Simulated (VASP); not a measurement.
The system is As.

```xyz
2
Lattice="1.8797 1.0853 3.4858 -1.8797 1.0853 3.4858 0.0000 -2.1705 3.4858" Properties=species:S:1:pos:R:3 pbc="T T T"
As    0.0000    0.0000    2.3795
As    0.0000    0.0000    8.0779
```

- Program: VASP 6.6.1
- Task: relaxation of the atoms
- Functional: PBE
- Potentials or basis: VASP PAW PBE potentials, release 64 (As)
- Cutoff: 520 eV
- k mesh: 11 × 11 × 11
- Occupations: fermi-dirac, width 0.05 eV
- Spin: no spin polarisation

At the start: pressure 3.9 GPa; volume 21.33 Å³/atom.

**Question.** Where does the relaxation end?

**Answer.** Over 3 steps the energy falls by 2.2 meV/atom; space group R-3m (No. 166, to 0.1 Å) before and after.

Step by step:
| step | energy change (eV) | largest force (eV/Å) | pressure (GPa) |
| --- | --- | --- | --- |
| 1 | 0.0000 | 0.2804 | 3.88 |
| 2 | -0.0043 | 0.0452 | 3.19 |
| 3 | -0.0045 | 0.0006 | 3.04 |

Final structure:
```
As
1.0
     1.87975    1.08527    3.48577
    -1.87975    1.08527    3.48577
     0.00000   -2.17055    3.48577
As
2
Direct
  0.22910 0.22910 0.22910
  0.77090 0.77090 0.77090
```
